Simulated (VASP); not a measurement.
# BAs (I-4m2) in VASP: notebook

BAs is run at these levels: PBE; tasks: single point.

All numbers are computed with VASP 6.6.1; they aren't measurements. Logs are shortened: lines on timing, memory, paths and dates and some standing lists are left out, and cuts for length are marked.

## 1. The cell of the first run

The structure is tetragonal, space group I-4m2 (No. 119). Conventional cell: a = 3.378 Å, b = 3.378 Å, c = 4.681 Å, α = 90.00°, β = 90.00°, γ = 90.00°. Within 2.7 Å of B (site symmetry -4m2) lie 4 As at 2.05 Å. Within 2.7 Å of As (site symmetry -4m2) lie 4 B at 2.05 Å.

## 2. Single point, PBE (zz strain of -2 %)

The input, INCAR:

```
SYSTEM = BAs
ALGO = Normal
EDIFF = 1E-7
ENCUT = 520
GGA = PE
ISIF = 2
ISMEAR = -1
LASPH = .TRUE.
LCHARG = .TRUE.
LELF = .TRUE.
LREAL = .FALSE.
LVHAR = .TRUE.
LWAVE = .FALSE.
NBANDS = 11
NELM = 60
PREC = Accurate
SIGMA = 0.03
```

The input, KPOINTS:

```
k-points
0
G
  15 15 15
  0 0 0
```

The input, POSCAR:

```
BAs
1.0
    0.0000000000      2.3885000000      2.3407300000
    2.3885000000      0.0000000000      2.3407300000
    2.3885000000      2.3885000000      0.0000000000
B As
1 1
Direct
    0.0000000000      0.0000000000      0.0000000000
    0.7500000000      0.7500000000      0.7500000000
```

Potentials or basis: VASP PAW PBE potentials, release 64 (B, As).

Launch:

```bash
$ cat potpaw_PBE.64/B/POTCAR potpaw_PBE.64/As/POTCAR > POTCAR
$ mpirun -np 1 vasp_std > vasp.out
```

OUTCAR:

```text
SYSTEM = BAs
   EDIFF = 1E-7
   ENCUT = 520
   GGA = PE
   ISIF = 2
   ISMEAR = -1
   LASPH = .TRUE.
   LREAL = .FALSE.
   NELM = 60
   PREC = Accurate

 ion  position               nearest neighbor table
   1  0.000  0.000  0.000-   2 2.05   2 2.05   2 2.05   2 2.05
   2  0.750  0.750  0.750-   1 2.05   1 2.05   1 2.05   1 2.05

  LATTYP: Found a body centered tetragonal cell.
 ALAT       =     3.3778490937
 C/A-ratio  =     1.3859292911

  Lattice vectors:

 A1 = (   0.0000000000,  -2.3885000000,  -2.3407300000)
 A2 = (   0.0000000000,   2.3885000000,  -2.3407300000)
 A3 = (   2.3885000000,   0.0000000000,   2.3407300000)

Analysis of symmetry for initial positions (statically):
=====================================================================
 Subroutine PRICEL returns:
 Original cell was already a primitive cell.

 Routine SETGRP: Setting up the symmetry group for a
 body centered tetragonal supercell.

 Subroutine GETGRP returns: Found  8 space group operations
 (whereof  8 operations were pure point group operations)
 out of a pool of 16 trial point group operations.

The static configuration has the point symmetry D_2d.

Analysis of symmetry for dynamics (positions and initial velocities):
=====================================================================
 Subroutine PRICEL returns:
 Original cell was already a primitive cell.

 Routine SETGRP: Setting up the symmetry group for a
 body centered tetragonal supercell.

 Subroutine GETGRP returns: Found  8 space group operations
 (whereof  8 operations were pure point group operations)
 out of a pool of 16 trial point group operations.

The dynamic configuration has the point symmetry D_2d.

 Subroutine INISYM returns: Found  8 space group operations
 (whereof  8 operations are pure point group operations),
 and found     1 'primitive' translations

----------------------------------------------------------------------------------------

                                     Primitive cell

  volume of cell :      26.7074

  direct lattice vectors                    reciprocal lattice vectors
     0.000000000  2.388500000  2.340730000    -0.209336404  0.209336404  0.213608575
     2.388500000  0.000000000  2.340730000     0.209336404 -0.209336404  0.213608575
     2.388500000  2.388500000  0.000000000     0.209336404  0.209336404 -0.213608575

  length of vectors
     3.344241197  3.344241197  3.377849094     0.365064492  0.365064492  0.365064492

  position of ions in fractional coordinates (direct lattice)
     0.000000000  0.000000000  0.000000000
     0.750000000  0.750000000  0.750000000

  ion indices of the primitive-cell ions
   primitive index   ion index
                 1           1
                 2           2

----------------------------------------------------------------------------------------

 KPOINTS: k-points

Automatic generation of k-mesh.
 Grid dimensions read from file:
 generate k-points for:   15   15   15

 Generating k-lattice:

  Cartesian coordinates                     Fractional coordinates (reciprocal lattice)
    -0.013955760  0.013955760  0.014240572     0.066666667  0.000000000  0.000000000
     0.013955760 -0.013955760  0.014240572     0.000000000  0.066666667  0.000000000
     0.013955760  0.013955760 -0.014240572     0.000000000  0.000000000  0.066666667

  Length of vectors
     0.024337633  0.024337633  0.024337633

  Shift w.r.t. Gamma in fractional coordinates (k-lattice)
     0.000000000  0.000000000  0.000000000

 Subroutine IBZKPT returns following result:
 ===========================================

 Found    288 irreducible k-points:

 Following reciprocal coordinates:
            Coordinates               Weight
  0.000000  0.000000  0.000000      1.000000
  0.066667 -0.000000  0.000000      8.000000
  0.133333 -0.000000  0.000000      8.000000
  0.200000 -0.000000  0.000000      8.000000
  0.266667 -0.000000  0.000000      8.000000
  0.333333 -0.000000  0.000000      8.000000
[... 16 lines left out ...]
  0.133333  0.133333  0.000000      2.000000
  0.200000  0.133333  0.000000      8.000000
 [... further k-points ...]
   k-points           NKPTS =    288   k-points in BZ     NKDIM =    288   number of bands    NBANDS=     11
   number of dos      NEDOS =    301   number of ions     NIONS =      2
   total plane-waves  NPLWV =  21952
   dimension x,y,z NGX =    28 NGY =   28 NGZ =   28
   dimension x,y,z NGXF=    56 NGYF=   56 NGZF=   56
   ions per type =               1   1
   NGX,Y,Z   is equivalent  to a cutoff of  13.92, 13.92, 13.78 a.u.
   NGXF,Y,Z  is equivalent  to a cutoff of  27.84, 27.84, 27.56 a.u.
 SYSTEM =  BAs
   PREC   = accura    normal or accurate (medium, high low for compatibility)
   ISTART =      0    job   : 0-new  1-cont  2-samecut
   ICHARG =      2    charge: 1-file 2-atom 10-const
   ISPIN  =      1    spin polarized calculation?
   LNONCOLLINEAR =      F non collinear calculations
   LSORBIT =      F    spin-orbit coupling
   LASPH  =      T    aspherical Exc in radial PAW
   ENCUT  =  520.0 eV  38.22 Ry    6.18 a.u.   6.22  6.22  6.28*2*pi/ulx,y,z
   NELM   =     60;   NELMIN=  2; NELMDL= -5     # of ELM steps
   EDIFF  = 0.1E-06   stopping-criterion for ELM
   LREAL  =      F    real-space projection
   EDIFFG = 0.1E-05   stopping-criterion for IOM
   NSW    =      0    number of steps for IOM
   IBRION =     -1    ionic relax: 0-MD 1-quasi-New 2-CG
   NFREE  =      0    steps in history (QN), initial steepest desc. (CG)
   ISIF   =      2    stress and relaxation
   ISYM   =      2    0-nonsym 1-usesym 2-fastsym
   POTIM  = 0.5000    time-step for ionic-motion
   TEBEG  =    0.0;   TEEND  =   0.0 temperature during run
   PSTRESS=    0.0 pullay stress
   NELECT =       8.0000    total number of electrons
   NUPDOWN=      -1.0000    fix difference up-down
   EMIN   =  10.00;   EMAX   =-10.00  energy-range for DOS
   EFERMI =   0.00;   METHOD = LEGACY
   ISMEAR =    -1;   SIGMA  =   0.03  broadening in eV -4-tet -1-fermi 0-gaus
   EFERMI_NEDOS =   21; number of points for ismear=-14 and -15
   IALGO  =     38    algorithm
   IMIX   =      4    mixing-type and parameters
     AMIX     =   0.40;   BMIX     =  1.00
     AMIX_MAG =   1.60;   BMIX_MAG =  1.00
  volume/ion in A,a.u.               =      13.35        90.12
  Fermi-wavevector in a.u.,A,eV,Ry     =   1.095370  2.069949 16.324756  1.199836
  Thomas-Fermi vector in A             =   2.231692
   LORBIT       =      0    0 simple, 1 ext, 2 COOP (PROOUT), +10 PAW based schemes
   GGA     = PE    functional components
   LHFCALC =     F    Hartree Fock is set to
   AEXX    =    0.0000 exact exchange contribution
   IVDW    =     0    specifies the selected vdW correction
   LEPSILON=     F    determine dielectric tensor
   LRPA    =     F    only Hartree local field effects (RPA)
 non-spin polarized calculation
  energy-cutoff  :      520.00
  volume of cell :       26.71
 maximum number of plane-waves:       740
 NGX is ok and might be reduce to    28
   NGX = 13   NGY = 13   NGZ = 13

 number of electron       8.0000001 magnetization

 Free energy of the ion-electron system (eV)
  ---------------------------------------------------
  ext. energy  EPLUGINS =         0.00000000
  ---------------------------------------------------
  free energy    TOTEN  =       -11.38520774 eV

  energy without entropy =      -11.38520774  energy(sigma->0) =      -11.38520774

 E-fermi :   6.8949     XC(G=0): -10.6726

 val. band max:        6.4802880678   @ k =   0.0000   0.0000   0.0000
 cond. band min:       7.3283795849   @ k =   0.4000   0.4000   0.0000
 fundamental gap:      0.8480915171
 Fermi energy:         6.8948963699

 k-point     1 :       0.0000    0.0000    0.0000
  band No.  band energies     occupation
      1      -9.2359      2.00000
      2       6.2866      2.00000
      3       6.2866      2.00000
      4       6.4803      2.00000
      5       9.5685      0.00000
      6       9.6998      0.00000
      7       9.6998      0.00000
      8      11.2919      0.00000
      9      16.0355      0.00000
     10      19.1053      0.00000
     11      19.6399      0.00000

 k-point     2 :       0.0667   -0.0000    0.0000
  band No.  band energies     occupation
      1      -9.1614      2.00000
      2       5.6253      2.00000
      3       6.1354      2.00000
      4       6.2788      2.00000
      5       9.7334      0.00000
      6       9.8845      0.00000
      7       9.8922      0.00000
      8      11.6778      0.00000
      9      16.3443      0.00000
     10      18.4817      0.00000
     11      18.9108      0.00000

 k-point     3 :       0.1333   -0.0000    0.0000
  band No.  band energies     occupation
      1      -8.9393      2.00000
      2       4.1669      2.00000
      3       5.7801      2.00000
      4       5.9304      2.00000
      5       9.7923      0.00000
      6      10.2946      0.00000
      7      10.3383      0.00000
      8      12.6429      0.00000
      9      17.1045      0.00000
     10      17.7575      0.00000
     11      18.1022      0.00000

 k-point     4 :       0.2000   -0.0000    0.0000
  band No.  band energies     occupation
      1      -8.5747      2.00000
      2       2.5449      2.00000
      3       5.3715      2.00000
      4       5.5420      2.00000
      5       9.6436      0.00000
      6      10.7912      0.00000
      7      10.7960      0.00000
      8      13.7001      0.00000
      9      17.4428      0.00000
     10      17.5318      0.00000
     11      17.8479      0.00000

 k-point     5 :       0.2667   -0.0000    0.0000
  band No.  band energies     occupation
      1      -8.0793      2.00000
      2       0.9613      2.00000
      3       4.9974      2.00000
      4       5.1910      2.00000
      5       9.4631      0.00000
      6      11.0807      0.00000
      7      11.1463      0.00000
      8      14.5906      0.00000
      9      17.5944      0.00000
     10      17.6845      0.00000
     11      17.9612      0.00000
[... 211 lines left out ...]
 k-point    21 :      -0.1333    0.0667    0.0000
  band No.  band energies     occupation
      1      -8.7728      2.00000
      2       3.6024      2.00000
      3       5.0123      2.00000
      4       5.8826      2.00000
      5      10.0110      0.00000
      6      10.2481      0.00000
      7      10.8865      0.00000
      8      13.0336      0.00000
      9      16.8916      0.00000
     10      17.5727      0.00000
     11      18.1183      0.00000

 k-point    22 :      -0.0667    0.0667    0.0000
  band No.  band energies     occupation
      1      -9.0402      2.00000
      2       4.9465      2.00000
      3       5.5919      2.00000
      4       6.1455      2.00000
      5       9.9086      0.00000
      6       9.9481      0.00000
      7      10.3575      0.00000
      8      12.1904      0.00000
      9      16.8123      0.00000
     10      17.5391      0.00000
     11      18.4589      0.00000

 k-point    23 :       0.1333    0.1333    0.0000
  band No.  band energies     occupation
      1      -8.8295      2.00000
      2       4.8789      2.00000
      3       4.9749      2.00000
      4       4.9749      2.00000
      5       8.7531      0.00000
      6      11.4144      0.00000
      7      11.4144      0.00000
      8      12.2161      0.00000
      9      16.7232      0.00000
     10      17.6122      0.00000
     11      19.5472      0.00000

 k-point    24 :       0.2000    0.1333    0.0000
  band No.  band energies     occupation
      1      -8.5555      2.00000
      2       3.5309      2.00000
      3       4.5375      2.00000
      4       4.8885      2.00000
      5       8.7365      0.00000
      6      11.5789      0.00000
      7      12.0344      0.00000
      8      12.6151      0.00000
      9      16.5282      0.00000
     10      18.4356      0.00000
     11      19.4259      0.00000

 [... further k-points ...]
[... 5 lines left out ...]
  --------------------------------------------------------------------------------------
  -------------------------------------------------------------------------------------
  Total        0.8550084      0.8550084      1.5391733      0.0000000      0.0000000      0.0000000
  in kB       51.2919450     51.2919450     92.3349862      0.0000000      0.0000000      0.0000000
  external PRESSURE =      64.9729587 kB  Pullay stress =       0.0000000 kB

 VOLUME and BASIS-vectors are now :
 -----------------------------------------------------------------------------
  energy-cutoff  :      520.00
  volume of cell :       26.71
      direct lattice vectors                 reciprocal lattice vectors
     0.000000000  2.388500000  2.340730000    -0.209336404  0.209336404  0.213608575
     2.388500000  0.000000000  2.340730000     0.209336404 -0.209336404  0.213608575
     2.388500000  2.388500000  0.000000000     0.209336404  0.209336404 -0.213608575

 POSITION                                       TOTAL-FORCE (eV/Angst)
 -----------------------------------------------------------------------------------
      0.00000      0.00000      0.00000        -0.000000     -0.000000      0.000000
      3.58275      3.58275      3.51110         0.000000      0.000000     -0.000000
 -----------------------------------------------------------------------------------
    total drift:                                0.000000      0.000000      0.000000

  FREE ENERGIE OF THE ION-ELECTRON SYSTEM (eV)
  ---------------------------------------------------
  free  energy   TOTEN  =       -11.3852077407 eV

  energy  without entropy=      -11.3852077402  energy(sigma->0) =      -11.38520774
```

Wall time 73 s (1 thread of Intel Xeon 6975P-C (Granite Rapids), shared host); peak memory 0.22 GiB.

What came out:

```yaml
Free_energy: -11.3852 eV
Pressure: 6.5 GPa
Band_gap_on_the_k_mesh: 0.85 eV, indirect (least direct gap 3.09 eV)
```

Levels at points of the mesh, in eV from the valence-band top:
```
           k point  band 1  band 2  band 3  band 4  band 5  band 6  band 7  band 8
(0.00, 0.00, 0.00)  -15.72   -0.19   -0.19    0.00    3.09    3.22    3.22    4.81
```

Caveat: the cell differs from its parent crystal (zz strain of -2 %).

## 3. Single point, PBE (equal xx and yy strain of -1 %)

The input, INCAR:

```
SYSTEM = BAs
  PREC = Accurate
  ENCUT = 520
  EDIFF = 1E-6
  ISMEAR = -1
  SIGMA = 0.03
  LREAL = .False.
  LASPH = .True.
  NELM = 100
  ALGO = Normal
  ISIF = 2
  LWAVE = .False.
  LCHARG = .False.
  GGA = PE
  NBANDS = 11
```

The input, KPOINTS:

```
regular mesh
0
Gamma
  15 15 15
  0 0 0
```

The input, POSCAR:

```
BAs
1.0
    0.0000000000      2.3646150000      2.3885000000
    2.3646150000      0.0000000000      2.3885000000
    2.3646150000      2.3646150000      0.0000000000
B As
1 1
Direct
    0.0000000000      0.0000000000      0.0000000000
    0.7500000000      0.7500000000      0.7500000000
```

Potentials or basis: VASP PAW PBE potentials, release 64 (B, As).

Launch:

```bash
$ cat potpaw_PBE.64/B/POTCAR potpaw_PBE.64/As/POTCAR > POTCAR
$ mpirun -np 1 vasp_std > vasp.out
```

Run time: 80 s. Hardware: 1 thread of Intel Xeon 6975P-C (Granite Rapids), shared host; peak memory 0.22 GiB.

Results (log left out):

```yaml
Free_energy: -11.3888 eV
Pressure: 6.5 GPa
Band_gap_on_the_k_mesh: 1.08 eV, indirect (least direct gap 3.25 eV)
```

Stress tensor (GPa, compression positive):
```
7.19 0.00 0.00
0.00 7.19 0.00
0.00 0.00 5.05
```

Levels at points of the mesh, in eV from the valence-band top:
```
           k point  band 1  band 2  band 3  band 4  band 5  band 6  band 7  band 8
(0.00, 0.00, 0.00)  -15.62   -0.10    0.00    0.00    3.25    3.25    3.31    4.91
```

Caveat: the cell differs from its parent crystal (equal xx and yy strain of -1 %).
